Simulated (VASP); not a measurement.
Runs of VASP 6.6.1 on TaN. The structure is that of space group P6_3mc (No. 186), or close to it. The cells are those of the table. 

| cell | gap on the mesh (eV) | pressure (GPa) | largest force (eV/Å) |
| --- | --- | --- | --- |
| a = 3.203, b = 3.203, c = 6.209 Å, angles 90.0, 90.0, 120.0°, 4 atoms | none | (a) | 0.06 |
| a = 3.121, b = 3.121, c = 5.812 Å, angles 90.0, 90.0, 120.0°, 4 atoms | none | 15.9 | 1.19 |
| a = 3.080, b = 3.080, c = 5.970 Å, angles 90.0, 90.0, 120.0°, 4 atoms | none | 12.4 | 0.05 |
| a = 3.242, b = 3.242, c = 6.285 Å, angles 90.0, 90.0, 120.0°, 4 atoms | none | -24.6 | 0.09 |

Alike in all rows: task single point; level PBEsol; potentials or basis VASP PAW PBE potentials, release 64 (Ta_sv_GW, N); no spin polarisation; k mesh 18 × 18 × 8; cutoff (eV) 700; smearing gaussian 0.15 eV.

Question: Fill in the values left out.

Answer: (a) -18.0.

Caveats: the PAW data sets were made with another functional, which shifts forces and pressure a little; spin-orbit coupling is left out, which moves the levels of the heavy elements; the stress differs along the axes, from -22 to -16 GPa (at least some runs); the stress differs along the axes, from 7 to 33 GPa (at least some runs); the cell stands under pressure (at least some runs); the stress differs along the axes, from -30 to -22 GPa (at least some runs).

A k mesh can miss the band edges, and the runs leave out spin-orbit coupling on Ta.

A gap of «none» marks levels without a gap at the run's occupations.
